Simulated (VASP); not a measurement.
# SnO2 (P4_2/mnm) in VASP: a series of runs, part 2 of 3

VASP 6.6.1. Earlier steps stand in the parts before.

### Step 3. Single point, r2SCAN (12.45 Å³/atom)

This run uses another cell than the first one, of 12.45 Å³/atom.

Input file POSCAR:

```
SnO2
1.0
    4.8076315801      0.0000000000      0.0000000000
    0.0000000000      4.8076315801      0.0000000000
    0.0000000000      0.0000000000      3.2318496553
Sn O
2 4
Direct
    0.0000000000      0.0000000000      0.0000000000
    0.5000000000      0.5000000000      0.5000000000
    0.3058809152      0.3058809152      0.0000000000
    0.1941190848      0.8058809152      0.5000000000
    0.6941190848      0.6941190848      0.0000000000
    0.8058809152      0.1941190848      0.5000000000
```

Input file INCAR.step1:

```
  PREC = Accurate
  ENCUT = 520
  ISMEAR = 0
  SIGMA = 0.01
  LREAL = False
  LASPH = True
  NELM = 60
  NBANDS = 35
  GGA = PE
  ALGO = Normal
  EDIFF = 1E-4
  LWAVE = True
  LCHARG = False
```

Input file INCAR.step2:

```
  PREC = Accurate
  ENCUT = 520
  EDIFF = 1E-6
  ISMEAR = 0
  SIGMA = 0.01
  LREAL = False
  LASPH = True
  NELM = 60
  ALGO = Normal
  ISIF = 2
  LWAVE = False
  LCHARG = True
  METAGGA = R2SCAN
  LMIXTAU = True
  LELF = True
  LVHAR = True
  NBANDS = 35
  ISTART = 1
```

Input file KPOINTS:

```
regular mesh
0
Gamma
  4 4 6
```

Potentials or basis: VASP PAW PBE potentials, release 64 (Sn_d, O).

Started as:

```
$ cat potpaw_PBE.64/Sn_d/POTCAR potpaw_PBE.64/O/POTCAR > POTCAR
$ cp INCAR.step1 INCAR
$ mpirun -np 1 vasp_std > vasp.out
$ cp INCAR.step2 INCAR
$ mpirun -np 1 vasp_std > vasp.out
```

OUTCAR:

```text
PREC = Accurate
   ENCUT = 520
   EDIFF = 1E-6
   ISMEAR = 0
   LREAL = False
   LASPH = True
   NELM = 60
   ISIF = 2
   METAGGA = R2SCAN
   ISTART = 1

 ion  position               nearest neighbor table
   1  0.000  0.000  0.000-   3 2.08   5 2.08   4 2.09   6 2.09   4 2.09   6 2.09
   2  0.500  0.500  0.500-   4 2.08   6 2.08   5 2.09   3 2.09   3 2.09   5 2.09
   3  0.306  0.306  0.000-   1 2.08   2 2.09   2 2.09
   4  0.194  0.806  0.500-   2 2.08   1 2.09   1 2.09
   5  0.694  0.694  0.000-   1 2.08   2 2.09   2 2.09
   6  0.806  0.194  0.500-   2 2.08   1 2.09   1 2.09

  LATTYP: Found a simple tetragonal cell.
 ALAT       =     4.8076315801
 C/A-ratio  =     0.6722332195

  Lattice vectors:

 A1 = (   4.8076315801,   0.0000000000,   0.0000000000)
 A2 = (   0.0000000000,   4.8076315801,   0.0000000000)
 A3 = (   0.0000000000,   0.0000000000,   3.2318496553)

Analysis of symmetry for initial positions (statically):
=====================================================================
 Subroutine PRICEL returns:
[... 184 lines left out ...]
 cond. band min:       6.6624653985   @ k =   0.0000   0.0000   0.0000
 fundamental gap:      1.4417772585
 Fermi energy:         5.3218920520

 k-point     1 :       0.0000    0.0000    0.0000
  band No.  band energies     occupation
      1     -16.4689      2.00000
      2     -15.6237      2.00000
      3     -15.3841      2.00000
      4     -15.3841      2.00000
      5     -15.3664      2.00000
      6     -15.3156      2.00000
[... 901 lines left out ...]
     34      16.9417      0.00000
     35      18.9873      0.00000

------------------------ aborting loop because EDIFF is reached ----------------------------------------

  FORCE on cell =-STRESS in cart. coord.  units (eV):
  Direction    XX          YY          ZZ          XY          YZ          ZX
  --------------------------------------------------------------------------------------
  -------------------------------------------------------------------------------------
  Total       -2.1570377     -2.1570377     -2.6991663      0.0000000      0.0000000      0.0000000
  in kB      -46.2652380    -46.2652380    -57.8930882      0.0000000      0.0000000      0.0000000
  external PRESSURE =     -50.1411881 kB  Pullay stress =       0.0000000 kB

 VOLUME and BASIS-vectors are now :
 -----------------------------------------------------------------------------
  energy-cutoff  :      520.00
  volume of cell :       74.70
      direct lattice vectors                 reciprocal lattice vectors
     4.807631580  0.000000000  0.000000000     0.208002627  0.000000000  0.000000000
     0.000000000  4.807631580  0.000000000     0.000000000  0.208002627  0.000000000
     0.000000000  0.000000000  3.231849655     0.000000000  0.000000000  0.309420334

 POSITION                                       TOTAL-FORCE (eV/Angst)
 -----------------------------------------------------------------------------------
      0.00000      0.00000      0.00000         0.000000     -0.000000     -0.000000
      2.40382      2.40382      1.61592         0.000000     -0.000000     -0.000000
      1.47056      1.47056      0.00000         0.055702      0.055702     -0.000000
      0.93325      3.87438      1.61592        -0.055702      0.055702     -0.000000
      3.33707      3.33707      0.00000        -0.055702     -0.055702      0.000000
      3.87438      0.93325      1.61592         0.055702     -0.055702      0.000000
 -----------------------------------------------------------------------------------
    total drift:                                0.000000      0.000000     -0.000000

  FREE ENERGIE OF THE ION-ELECTRON SYSTEM (eV)
  ---------------------------------------------------
  free  energy   TOTEN  =       -84.6048341320 eV

  energy  without entropy=      -84.6048341320  energy(sigma->0) =      -84.60483413
```

It took 3.5 min on 1 thread of AMD EPYC 7R13, shared host; peak memory 0.17 GiB.

Results:

| Item | Value |
| --- | --- |
| Free energy | -84.6048 eV |
| Pressure | -5.0 GPa |
| Largest force | 0.079 eV/Å |
| Band gap on the k mesh | 1.44 eV |

Forces on the atoms (eV/Å):
```
Sn   0.000  0.000  0.000
Sn   0.000  0.000  0.000
O    0.056  0.056  0.000
O   -0.056  0.056  0.000
O   -0.056 -0.056  0.000
O    0.056 -0.056  0.000
```

Levels at points of the mesh, in eV from the valence-band top:
| k point | band 23 | band 24 | band 25 | band 26 | band 27 | band 28 | band 29 | band 30 |
| --- | --- | --- | --- | --- | --- | --- | --- | --- |
| (0.00, 0.00, 0.00) | -1.23 | -0.75 | -0.75 | 0.00 | 1.44 | 6.53 | 6.87 | 6.87 |
| (0.50, 0.00, 0.00) | -1.18 | -1.18 | -0.61 | -0.61 | 4.67 | 4.67 | 7.62 | 7.62 |
| (0.50, 0.50, 0.00) | -1.31 | -1.31 | -0.89 | -0.89 | 5.10 | 5.10 | 7.99 | 7.99 |
| (0.00, 0.00, 0.50) | -1.59 | -1.59 | -1.22 | -1.22 | 6.50 | 6.50 | 10.29 | 10.29 |
| (0.50, 0.00, 0.50) | -1.06 | -1.06 | -0.71 | -0.71 | 6.77 | 6.77 | 8.58 | 8.58 |
| (0.50, 0.50, 0.50) | -0.93 | -0.93 | -0.82 | -0.82 | 5.20 | 5.20 | 9.49 | 9.49 |

Caveat: the cell stands under tension; the PAW data sets were made with another functional, which shifts forces and pressure a little; spin-orbit coupling is left out, which moves the levels of the heavy elements. r2SCAN opens gaps a little over a GGA but as a rule still falls short of measured ones.

### Step 4. Single point, r2SCAN (12.81 Å³/atom)

This run uses another cell than the first one, of 12.81 Å³/atom.

Changes to POSCAR since step 3:

```diff
@@ -2,5 +2,5 @@
 1.0
-    4.8076315801      0.0000000000      0.0000000000
-    0.0000000000      4.8076315801      0.0000000000
-    0.0000000000      0.0000000000      3.2318496553
+    4.8538616429      0.0000000000      0.0000000000
+    0.0000000000      4.8538616429      0.0000000000
+    0.0000000000      0.0000000000      3.2629270392
 Sn O
```

Input file INCAR.step1:

```
SYSTEM = SnO2
  PREC = Accurate
  ENCUT = 520
  ISMEAR = 0
  SIGMA = 0.01
  LREAL = .False.
  LASPH = .True.
  NELM = 60
  NBANDS = 35
  GGA = PE
  ALGO = Normal
  EDIFF = 1E-4
  LWAVE = .True.
  LCHARG = .False.
```

Input file INCAR.step2:

```
SYSTEM = SnO2
  PREC = Accurate
  ENCUT = 520
  EDIFF = 1E-6
  ISMEAR = 0
  SIGMA = 0.01
  LREAL = .False.
  LASPH = .True.
  NELM = 60
  ALGO = Normal
  ISIF = 2
  LWAVE = .False.
  LCHARG = .False.
  METAGGA = R2SCAN
  LMIXTAU = .True.
  NBANDS = 35
  ISTART = 1
```

Input file KPOINTS:

```
regular mesh
0
Gamma
  4 4 6
  0 0 0
```

Potentials or basis: VASP PAW PBE potentials, release 64 (Sn_d, O).

Started as:

```
$ cat potpaw_PBE.64/Sn_d/POTCAR potpaw_PBE.64/O/POTCAR > POTCAR
$ cp INCAR.step1 INCAR
$ mpirun -np 1 vasp_std > vasp.out
$ cp INCAR.step2 INCAR
$ mpirun -np 1 vasp_std > vasp.out
```

OUTCAR:

```text
SYSTEM = SnO2
   PREC = Accurate
   ENCUT = 520
   EDIFF = 1E-6
   ISMEAR = 0
   LREAL = .False.
   LASPH = .True.
   NELM = 60
   ISIF = 2
   METAGGA = R2SCAN
   ISTART = 1

 ion  position               nearest neighbor table
   1  0.000  0.000  0.000-   3 2.10   5 2.10   4 2.11   6 2.11   4 2.11   6 2.11
   2  0.500  0.500  0.500-   4 2.10   6 2.10   5 2.11   3 2.11   3 2.11   5 2.11
   3  0.306  0.306  0.000-   1 2.10   2 2.11   2 2.11
   4  0.194  0.806  0.500-   2 2.10   1 2.11   1 2.11
   5  0.694  0.694  0.000-   1 2.10   2 2.11   2 2.11
   6  0.806  0.194  0.500-   2 2.10   1 2.11   1 2.11

  LATTYP: Found a simple tetragonal cell.
 ALAT       =     4.8538616429
 C/A-ratio  =     0.6722332195

  Lattice vectors:

 A1 = (   4.8538616429,   0.0000000000,   0.0000000000)
 A2 = (   0.0000000000,   4.8538616429,   0.0000000000)
 A3 = (   0.0000000000,   0.0000000000,   3.2629270392)

Analysis of symmetry for initial positions (statically):
=====================================================================
 Subroutine PRICEL returns:
 Original cell was already a primitive cell.

 Routine SETGRP: Setting up the symmetry group for a
 simple tetragonal supercell.

 Subroutine GETGRP returns: Found 16 space group operations
 (whereof  8 operations were pure point group operations)
 out of a pool of 16 trial point group operations.

The static configuration has the point symmetry D_2h.
 The point group associated with its full space group is D_4h.

Analysis of symmetry for dynamics (positions and initial velocities):
=====================================================================
 Subroutine PRICEL returns:
 Original cell was already a primitive cell.

 Routine SETGRP: Setting up the symmetry group for a
 simple tetragonal supercell.

 Subroutine GETGRP returns: Found 16 space group operations
 (whereof  8 operations were pure point group operations)
 out of a pool of 16 trial point group operations.

The dynamic configuration has the point symmetry D_2h.
 The point group associated with its full space group is D_4h.

 Subroutine INISYM returns: Found 16 space group operations
 (whereof  8 operations are pure point group operations),
 and found     1 'primitive' translations

----------------------------------------------------------------------------------------

                                     Primitive cell

  volume of cell :      76.8745

  direct lattice vectors                    reciprocal lattice vectors
     4.853861643  0.000000000  0.000000000     0.206021530  0.000000000  0.000000000
     0.000000000  4.853861643  0.000000000     0.000000000  0.206021530  0.000000000
     0.000000000  0.000000000  3.262927039     0.000000000  0.000000000  0.306473295

  length of vectors
     4.853861643  4.853861643  3.262927039     0.206021530  0.206021530  0.306473295

  position of ions in fractional coordinates (direct lattice)
     0.000000000  0.000000000  0.000000000
     0.500000000  0.500000000  0.500000000
     0.305880915  0.305880915  0.000000000
     0.194119085  0.805880915  0.500000000
     0.694119085  0.694119085  0.000000000
     0.805880915  0.194119085  0.500000000

  ion indices of the primitive-cell ions
   primitive index   ion index
                 1           1
[... 31 lines left out ...]

 Following reciprocal coordinates:
            Coordinates               Weight
  0.000000  0.000000  0.000000      1.000000
  0.250000  0.000000  0.000000      4.000000
  0.500000  0.000000  0.000000      2.000000
  0.250000  0.250000  0.000000      4.000000
  0.500000  0.250000  0.000000      4.000000
  0.500000  0.500000  0.000000      1.000000
[... 16 lines left out ...]
  0.500000  0.250000  0.500000      4.000000
  0.500000  0.500000  0.500000      1.000000
   k-points           NKPTS =     24   k-points in BZ     NKDIM =     24   number of bands    NBANDS=     35
   number of dos      NEDOS =    301   number of ions     NIONS =      6
   total plane-waves  NPLWV =  31104
   dimension x,y,z NGX =    36 NGY =   36 NGZ =   24
   dimension x,y,z NGXF=    72 NGYF=   72 NGZF=   48
   ions per type =               2   4
   NGX,Y,Z   is equivalent  to a cutoff of  12.33, 12.33, 12.23 a.u.
   NGXF,Y,Z  is equivalent  to a cutoff of  24.66, 24.66, 24.46 a.u.
 SYSTEM =  SnO2
   PREC   = accura    normal or accurate (medium, high low for compatibility)
   ISTART =      1    job   : 0-new  1-cont  2-samecut
   ICHARG =      0    charge: 1-file 2-atom 10-const
   ISPIN  =      1    spin polarized calculation?
   LNONCOLLINEAR =      F non collinear calculations
   LSORBIT =      F    spin-orbit coupling
   LASPH  =      T    aspherical Exc in radial PAW
   ENCUT  =  520.0 eV  38.22 Ry    6.18 a.u.   9.02  9.02  6.07*2*pi/ulx,y,z
   NELM   =     60;   NELMIN=  2; NELMDL=  0     # of ELM steps
   EDIFF  = 0.1E-05   stopping-criterion for ELM
   LREAL  =      F    real-space projection
   EDIFFG = 0.1E-04   stopping-criterion for IOM
   NSW    =      0    number of steps for IOM
   IBRION =     -1    ionic relax: 0-MD 1-quasi-New 2-CG
   NFREE  =      0    steps in history (QN), initial steepest desc. (CG)
   ISIF   =      2    stress and relaxation
   ISYM   =      2    0-nonsym 1-usesym 2-fastsym
   POTIM  = 0.5000    time-step for ionic-motion
   TEBEG  =    0.0;   TEEND  =   0.0 temperature during run
   PSTRESS=    0.0 pullay stress
   NELECT =      52.0000    total number of electrons
   NUPDOWN=      -1.0000    fix difference up-down
   EMIN   =  10.00;   EMAX   =-10.00  energy-range for DOS
   EFERMI =   0.00;   METHOD = LEGACY
   ISMEAR =     0;   SIGMA  =   0.01  broadening in eV -4-tet -1-fermi 0-gaus
   EFERMI_NEDOS =   21; number of points for ismear=-14 and -15
   IALGO  =     38    algorithm
   IMIX   =      4    mixing-type and parameters
     AMIX     =   0.40;   BMIX     =  1.00
     AMIX_MAG =   1.60;   BMIX_MAG =  1.00
  volume/ion in A,a.u.               =      12.81        86.46
  Fermi-wavevector in a.u.,A,eV,Ry     =   1.437083  2.715693 28.098860  2.065208
  Thomas-Fermi vector in A             =   2.556200
   LORBIT       =      0    0 simple, 1 ext, 2 COOP (PROOUT), +10 PAW based schemes
   METAGGA = R2SCAN    functional components
   LHFCALC =     F    Hartree Fock is set to
   AEXX    =    0.0000 exact exchange contribution
   IVDW    =     0    specifies the selected vdW correction
   LEPSILON=     F    determine dielectric tensor
   LRPA    =     F    only Hartree local field effects (RPA)
 non-spin polarized calculation
 Gauss-broadening in eV      SIGMA  =   0.01
  energy-cutoff  :      520.00
  volume of cell :       76.87
 maximum number of plane-waves:      2092
   NGX = 19   NGY = 19   NGZ = 13

 number of electron      51.9999983 magnetization

 Free energy of the ion-electron system (eV)
  ---------------------------------------------------
  ext. energy  EPLUGINS =         0.00000000
  ---------------------------------------------------
  free energy    TOTEN  =       -84.50474067 eV

  energy without entropy =      -84.50474067  energy(sigma->0) =      -84.50474067

 E-fermi :   5.0318     XC(G=0): -11.6398

 val. band max:        4.9017682174   @ k =   0.0000   0.0000   0.0000
 cond. band min:       6.0142154790   @ k =   0.0000   0.0000   0.0000
 fundamental gap:      1.1124472616
 Fermi energy:         5.0318287409

 k-point     1 :       0.0000    0.0000    0.0000
  band No.  band energies     occupation
      1     -16.7506      2.00000
      2     -15.9781      2.00000
      3     -15.7809      2.00000
      4     -15.7809      2.00000
      5     -15.7678      2.00000
      6     -15.7133      2.00000
[... 901 lines left out ...]
     34      16.2979      0.00000
     35      18.4818      0.00000

------------------------ aborting loop because EDIFF is reached ----------------------------------------

  FORCE on cell =-STRESS in cart. coord.  units (eV):
  Direction    XX          YY          ZZ          XY          YZ          ZX
  --------------------------------------------------------------------------------------
  -------------------------------------------------------------------------------------
  Total       -4.4494265     -4.4494265     -5.6998864      0.0000000      0.0000000      0.0000000
  in kB      -92.7326071    -92.7326071   -118.7940359      0.0000000      0.0000000      0.0000000
  external PRESSURE =    -101.4197500 kB  Pullay stress =       0.0000000 kB

 VOLUME and BASIS-vectors are now :
 -----------------------------------------------------------------------------
  energy-cutoff  :      520.00
  volume of cell :       76.87
      direct lattice vectors                 reciprocal lattice vectors
     4.853861643  0.000000000  0.000000000     0.206021530  0.000000000  0.000000000
     0.000000000  4.853861643  0.000000000     0.000000000  0.206021530  0.000000000
     0.000000000  0.000000000  3.262927039     0.000000000  0.000000000  0.306473295

 POSITION                                       TOTAL-FORCE (eV/Angst)
 -----------------------------------------------------------------------------------
      0.00000      0.00000      0.00000         0.000000     -0.000000      0.000000
      2.42693      2.42693      1.63146         0.000000     -0.000000      0.000000
      1.48470      1.48470      0.00000         0.120704      0.120704     -0.000000
      0.94223      3.91163      1.63146        -0.120704      0.120704      0.000000
      3.36916      3.36916      0.00000        -0.120704     -0.120704      0.000000
      3.91163      0.94223      1.63146         0.120704     -0.120704      0.000000
 -----------------------------------------------------------------------------------
    total drift:                                0.000000      0.000000     -0.000000

  FREE ENERGIE OF THE ION-ELECTRON SYSTEM (eV)
  ---------------------------------------------------
  free  energy   TOTEN  =       -84.5047406694 eV

  energy  without entropy=      -84.5047406694  energy(sigma->0) =      -84.50474067
```

Wall time 3.4 min (1 thread of AMD EPYC 7R13, shared host); peak memory 0.17 GiB.

Results:

* Free energy: -84.5047 eV
* Pressure: -10.1 GPa
* Largest force: 0.171 eV/Å
* Band gap on the k mesh: 1.11 eV

Forces on the atoms (eV/Å):
```
Sn   0.000  0.000  0.000
Sn   0.000  0.000  0.000
O    0.121  0.121  0.000
O   -0.121  0.121  0.000
O   -0.121 -0.121  0.000
O    0.121 -0.121  0.000
```

Caveat: the cell stands under tension; the PAW data sets were made with another functional, which shifts forces and pressure a little; spin-orbit coupling is left out, which moves the levels of the heavy elements. r2SCAN opens gaps a little over a GGA but as a rule still falls short of measured ones.

(Continued in part 3 of 3.)
